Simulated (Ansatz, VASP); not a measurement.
Given: the input of a run of VASP 6.6.1 on NaF.

Contents of INCAR:

```
PREC = Accurate
ENCUT = 600
EDIFF = 1E-7
ISMEAR = -1
SIGMA = 0.05
LREAL = F
LASPH = T
NELM = 120
ALGO = Normal
ISIF = 3
LWAVE = F
LCHARG = F
GGA = PS
IBRION = 2
NSW = 80
EDIFFG = -0.01
GGA_COMPAT = F
NELMIN = 4
```

Contents of KPOINTS:

```
regular mesh
0
Gamma
  10 10 10
```

Contents of POSCAR:

```
NaF
1.0
    0.0000000000      2.3200000000      2.3200000000
    2.3200000000      0.0000000000      2.3200000000
    2.3200000000      2.3200000000      0.0000000000
Na F
1 1
Direct
    0.0000000000      0.0000000000      0.0000000000
    0.5000000000      0.5000000000      0.5000000000
```

Potentials or basis: VASP PAW PBE potentials, release 64 (Na_pv, F).

The run is started by

```console
$ cat potpaw_PBE.64/Na_pv/POTCAR potpaw_PBE.64/F/POTCAR > POTCAR
$ mpirun -np 1 vasp_std > vasp.out
```

Question: Translate it to Ansatz 0.2.0. Potentials there: all-electron LAPW, scalar-relativistic.

Answer: As run (the cutoff follows the program's own potentials):

File input.yaml:

```yaml
crystal:
  lattice:
    - [0.0, 2.32, 2.32]
    - [2.32, 0.0, 2.32]
    - [2.32, 2.32, 0.0]
  atoms:
    - { symbol: Na, position: [0.0, 0.0, 0.0] }
    - { symbol: F, position: [0.5, 0.5, 0.5] }
kpoints:
  mp_grid: { grid: [10, 10, 10] }
scf:
  occupations: { method: fermi_dirac, width: 0.05 }
hamiltonian:
  xc: pbesol
  pseudopotentials: { kind: all_electron, lapw: { basis_error: 0.001 } }
output:
  forces: true
  stress: true
relax:
  f_tol: 0.01
  max_steps: 60
  cell: {}
```

Potentials or basis: all-electron LAPW, scalar-relativistic.

The run is started by

```console
$ ansatz run input.yaml --threads 1 --pin off --max-ram 3072MiB --backend cpu --events-out ev --progress --plain --runs-dir out
```

Both were run:

|  | VASP | Ansatz | Ansatz less VASP |
| --- | --- | --- | --- |
| relaxed volume (Å³/atom) | 12.39 | 12.40 | +0.009 |
| relaxed cell length with the largest relative difference (Å) | 3.273 | 3.274 | +0.0008 |

VASP's potentials were made for PBE, not for PBEsol. Ansatz ran all-electron here, and VASP with PAW potentials.
